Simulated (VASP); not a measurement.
# C (P6_3mc) in VASP: relaxation of the atoms with r2SCAN

Aim: the relaxation of the atoms of C with r2SCAN.

All numbers are computed with VASP 6.6.1; they aren't measurements. Logs are shortened: lines on timing, memory, paths and dates and some standing lists are left out, and cuts for length are marked.

**1. The cell of the first run**

The structure is hexagonal, space group P6_3mc (No. 186). The conventional cell has a = 2.470 Å, b = 2.470 Å, c = 6.790 Å, α = 90.00°, β = 90.00°, γ = 120.00°. Within 1.9 Å of C (site symmetry 3m) lie 3 C at 1.43 Å. C (site symmetry 3m) has 3 C at 1.43 Å within 1.9 Å.

**2. Relaxation of the atoms, r2SCAN**

Input file POSCAR:

```
C
1.0
    2.4700000000      0.0000000000      0.0000000000
   -1.2350000000      2.1390827473      0.0000000000
    0.0000000000      0.0000000000      6.7900000000
C
4
Direct
    0.0000000000      0.0000000000      0.0000000000
    0.0000000000      0.0000000000      0.5000000000
    0.3333333333      0.6666666667      0.0050000000
    0.6666666667      0.3333333333      0.5050000000
```

Input file INCAR.step1:

```
PREC = Accurate
ENCUT = 520
ISMEAR = -1
SIGMA = 0.05
LREAL = False
LASPH = True
NELM = 100
GGA = PE
ALGO = Normal
EDIFF = 1E-4
LWAVE = True
LCHARG = False
```

Input file INCAR.step2:

```
PREC = Accurate
ENCUT = 520
EDIFF = 1E-6
ISMEAR = -1
SIGMA = 0.05
LREAL = False
LASPH = True
NELM = 100
ALGO = Normal
ISIF = 2
LWAVE = False
LCHARG = False
METAGGA = R2SCAN
LMIXTAU = True
IBRION = 2
NSW = 80
EDIFFG = -0.02
ISTART = 1
```

Input file KPOINTS:

```
regular mesh
0
Gamma
  15 15 5
```

Potentials or basis: VASP PAW PBE potentials, release 64 (C).

Run with:

```bash
> cat potpaw_PBE.64/C/POTCAR > POTCAR
> cp INCAR.step1 INCAR
> mpirun -np 1 vasp_std > vasp.out
> cp INCAR.step2 INCAR
> mpirun -np 1 vasp_std > vasp.out
```

OUTCAR:

```text
PREC = Accurate
   ENCUT = 520
   EDIFF = 1E-6
   ISMEAR = -1
   LREAL = False
   LASPH = True
   NELM = 100
   ISIF = 2
   METAGGA = R2SCAN
   IBRION = 2
   NSW = 80
   EDIFFG = -0.02
   ISTART = 1

 ion  position               nearest neighbor table
   1  0.000  0.000  0.000-   3 1.43   3 1.43   3 1.43
   2  0.000  0.000  0.500-   4 1.43   4 1.43   4 1.43
   3  0.333  0.667  0.005-   1 1.43   1 1.43   1 1.43
   4  0.667  0.333  0.505-   2 1.43   2 1.43   2 1.43

  LATTYP: Found a hexagonal cell.
 ALAT       =     2.4700000000
 C/A-ratio  =     2.7489878543

  Lattice vectors:

 A1 = (   2.4700000000,   0.0000000000,   0.0000000000)
 A2 = (  -1.2350000000,   2.1390827473,   0.0000000000)
 A3 = (   0.0000000000,   0.0000000000,   6.7900000000)

Analysis of symmetry for initial positions (statically):
=====================================================================
 Subroutine PRICEL returns:
 Original cell was already a primitive cell.

 Routine SETGRP: Setting up the symmetry group for a
 hexagonal supercell.

 Subroutine GETGRP returns: Found 12 space group operations
 (whereof  6 operations were pure point group operations)
 out of a pool of 24 trial point group operations.

The static configuration has the point symmetry C_3v.
 The point group associated with its full space group is C_6v.

Analysis of symmetry for dynamics (positions and initial velocities):
=====================================================================
 Subroutine PRICEL returns:
 Original cell was already a primitive cell.

 Routine SETGRP: Setting up the symmetry group for a
 hexagonal supercell.

 Subroutine GETGRP returns: Found 12 space group operations
 (whereof  6 operations were pure point group operations)
 out of a pool of 24 trial point group operations.

The dynamic configuration has the point symmetry C_3v.
 The point group associated with its full space group is C_6v.

 Subroutine INISYM returns: Found 12 space group operations
 (whereof  6 operations are pure point group operations),
 and found     1 'primitive' translations

----------------------------------------------------------------------------------------

                                     Primitive cell

  volume of cell :      35.8752

  direct lattice vectors                    reciprocal lattice vectors
     2.470000000  0.000000000  0.000000000     0.404858300  0.233745048  0.000000000
    -1.235000000  2.139082747  0.000000000     0.000000000  0.467490097  0.000000000
[... 109 lines left out ...]
     AMIX_MAG =   1.60;   BMIX_MAG =  1.00
  volume/ion in A,a.u.               =       8.97        60.52
  Fermi-wavevector in a.u.,A,eV,Ry     =   1.250787  2.363645 21.285884  1.564468
  Thomas-Fermi vector in A             =   2.384765
   LORBIT       =      0    0 simple, 1 ext, 2 COOP (PROOUT), +10 PAW based schemes
   METAGGA = R2SCAN    functional components
   LHFCALC =     F    Hartree Fock is set to
   AEXX    =    0.0000 exact exchange contribution
   IVDW    =     0    specifies the selected vdW correction
   LEPSILON=     F    determine dielectric tensor
   LRPA    =     F    only Hartree local field effects (RPA)
 conjugate gradient relaxation of ions
 non-spin polarized calculation
  energy-cutoff  :      520.00
  volume of cell :       35.88
 maximum number of plane-waves:       986
   NGX =  9   NGY =  9   NGZ = 25

--------------------------------------- Ionic step        1  -------------------------------------------

 number of electron      15.9999995 magnetization

 Free energy of the ion-electron system (eV)
  ---------------------------------------------------
  ext. energy  EPLUGINS =         0.00000000
  ---------------------------------------------------
  free energy    TOTEN  =       -39.71966094 eV

  energy without entropy =      -39.71837859  energy(sigma->0) =      -39.71901977

------------------------ aborting loop because EDIFF is reached ----------------------------------------

  FORCE on cell =-STRESS in cart. coord.  units (eV):
  Direction    XX          YY          ZZ          XY          YZ          ZX
  --------------------------------------------------------------------------------------
  -------------------------------------------------------------------------------------
  Total       -1.3812879     -1.3812879      0.1761101     -0.0000000     -0.0000000      0.0000000
  in kB      -61.6879677    -61.6879677      7.8650345     -0.0000000     -0.0000000      0.0000000
  external PRESSURE =     -38.5036336 kB  Pullay stress =       0.0000000 kB
[... 63 lines left out ...]
--------------------------------------- Ionic step        3  -------------------------------------------

 number of electron      15.9999995 magnetization

 Free energy of the ion-electron system (eV)
  ---------------------------------------------------
  ext. energy  EPLUGINS =         0.00000000
  ---------------------------------------------------
  free energy    TOTEN  =       -39.73956870 eV

  energy without entropy =      -39.73828640  energy(sigma->0) =      -39.73892755

 E-fermi :   4.4738     XC(G=0): -11.0214

 val. band max:        4.4686748588   @ k =   0.3333   0.3333   0.2000
 cond. band min:       4.4860207366   @ k =   0.3333   0.3333   0.4000
 fundamental gap:      0.0173458778
 Fermi energy:         4.4738066553

 k-point     1 :       0.0000    0.0000    0.0000
  band No.  band energies     occupation
      1     -16.3401      2.00000
      2     -16.0671      2.00000
      3      -4.3970      2.00000
      4      -2.4870      2.00000
      5       1.2714      2.00000
      6       1.2714      2.00000
      7       1.2889      2.00000
      8       1.2889      2.00000
      9       8.8878      0.00000
     10      13.0901      0.00000
     11      13.0905      0.00000
     12      13.1400      0.00000
[... 331 lines left out ...]
 k-point    24 :       0.4000    0.2000    0.0000
  band No.  band energies     occupation
      1     -10.1584      2.00000
      2     -10.0607      2.00000
      3      -8.9523      2.00000
      4      -8.8927      2.00000
      5      -4.8707      2.00000
      6      -4.7770      2.00000
      7       2.5005      2.00000
      8       3.1567      2.00000
      9       5.9084      0.00000
     10       6.0524      0.00000
     11      15.4210      0.00000
     12      16.0665      0.00000

 [... further k-points ...]

------------------------ aborting loop because EDIFF is reached ----------------------------------------

  FORCE on cell =-STRESS in cart. coord.  units (eV):
  Direction    XX          YY          ZZ          XY          YZ          ZX
  --------------------------------------------------------------------------------------
  -------------------------------------------------------------------------------------
  Total       -1.3817819     -1.3817819      0.2173997      0.0000000      0.0000000      0.0000000
  in kB      -61.7100295    -61.7100295      9.7090174      0.0000000      0.0000000      0.0000000
  external PRESSURE =     -37.9036805 kB  Pullay stress =       0.0000000 kB
[... 19 lines left out ...]
  FREE ENERGIE OF THE ION-ELECTRON SYSTEM (eV)
  ---------------------------------------------------
  free  energy   TOTEN  =       -39.7395686989 eV

  energy  without entropy=      -39.7382863952  energy(sigma->0) =      -39.73892755

 reached required accuracy - stopping structural energy minimisation
```

OSZICAR.step1:

```text
N       E                     dE             d eps       ncg     rms          rms(c)
DAV:   1     0.446321914008E+02    0.44632E+02   -0.82329E+03  1944   0.124E+03
DAV:   2    -0.355799733585E+02   -0.80212E+02   -0.74274E+02  2736   0.221E+02
DAV:   3    -0.391116613083E+02   -0.35317E+01   -0.35058E+01  2496   0.479E+01
DAV:   4    -0.391545336759E+02   -0.42872E-01   -0.42824E-01  2404   0.619E+00
DAV:   5    -0.391555088107E+02   -0.97513E-03   -0.97455E-03  2424   0.907E-01    0.885E+00
DAV:   6    -0.373879112676E+02    0.17676E+01   -0.17408E+00  2316   0.917E+00    0.518E+00
DAV:   7    -0.368244888020E+02    0.56342E+00   -0.19426E+00  2292   0.979E+00    0.137E+00
DAV:   8    -0.368320832142E+02   -0.75944E-02   -0.62292E-02  2228   0.170E+00    0.901E-02
DAV:   9    -0.368320627162E+02    0.20498E-04   -0.12992E-03  2448   0.298E-01    0.529E-02
DAV:  10    -0.368322589777E+02   -0.19626E-03   -0.26016E-04  2368   0.139E-01    0.264E-02
DAV:  11    -0.368322584946E+02    0.48306E-06   -0.30165E-06  1588   0.161E-02
   1 F= -.36832258E+02 E0= -.36831611E+02  d E =-.129441E-02
```

It took 3.5 min on 1 thread of Intel Xeon Platinum 8259CL at 2.50GHz (Skylake/Cascade Lake), shared host; peak memory 0.16 GiB.

Results:

```
Free energy               : -39.7396 eV
Energy gained by relaxing : 5.0 meV/atom
Ionic steps               : 3
Pressure after relaxing   : -3.8 GPa
Band gap on the k mesh    : zero (bands 8 and 9 overlap by 0.03 eV)
```

Step by step:
```csv
step,energy change (eV),largest force (eV/Å),pressure (GPa)
1,0.0000,0.5871,-3.85
2,-0.0110,0.3933,-3.81
3,-0.0199,0.0001,-3.79
```

Final structure:
```
CELL_PARAMETERS angstrom
2.47000 0.00000 0.00000
-1.23500 2.13908 0.00000
0.00000 0.00000 6.79000
ATOMIC_POSITIONS crystal
C 0.00000 0.00000 0.00250
C 0.00000 0.00000 0.50250
C 0.33333 0.66667 0.00250
C 0.66667 0.33333 0.50250
```

Caveat: the PAW data sets were made with another functional, which shifts forces and pressure a little.
